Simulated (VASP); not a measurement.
## TaN: single point with PBE0

The system is TaN.

```
Ta N
1.0
     2.93800    0.00000    0.00000
    -1.46900    2.54438    0.00000
     0.00000    0.00000    2.88300
Ta N
1 1
Direct
  0.00000 0.00000 0.50000
  0.66667 0.33333 0.00000
```

| Item | Value |
| --- | --- |
| Program | VASP 6.6.1 |
| Task | single point |
| Functional | PBE0 |
| Potentials or basis | VASP PAW PBE potentials, release 64 (Ta_pv, N) |
| Cutoff | 520 eV |
| k mesh | 8 × 8 × 6 |
| Occupations | fermi-dirac, width 0.05 eV |
| Spin | no spin polarisation |

```json
{
 "Pressure": "-4.0 GPa",
 "Band gap on the k mesh": "zero (bands 8 and 9 overlap by 0.78 eV)"
}
```

Stress tensor (GPa, compression positive):
```
-3.84  0.00  0.00
 0.00 -3.84  0.00
 0.00  0.00 -4.28
```

Levels at points of the mesh, in eV from the Fermi level:
```csv
k point,band 4,band 5,band 6,band 7,band 8,band 9,band 10,band 11,band 12,band 13
"(0.00, 0.00, 0.00)",-21.06,-6.37,-6.37,-5.90,-4.58,2.54,4.05,4.05,4.58,4.58
"(0.50, 0.00, 0.00)",-18.56,-10.54,-7.03,-5.05,-4.88,3.49,4.50,5.82,5.88,7.92
"(0.00, 0.00, 0.50)",-18.17,-11.74,-5.42,-5.42,-0.72,-0.72,2.43,3.80,3.80,8.80
"(0.50, 0.00, 0.50)",-18.90,-9.45,-8.20,-7.60,-1.79,4.71,5.86,6.54,8.00,11.02
```

Wall time 71 min on 1 thread of Intel(R) Xeon(R) Platinum 8488C (Sapphire Rapids), with other jobs on the host, peak memory 0.17 GiB.

Caveat: the k points lie up to 0.36 Å⁻¹ apart, too coarse for converged energies and pressures of a metal; the PAW data sets were made with another functional, which shifts forces and pressure a little; spin-orbit coupling is left out, which moves the levels of the heavy elements.
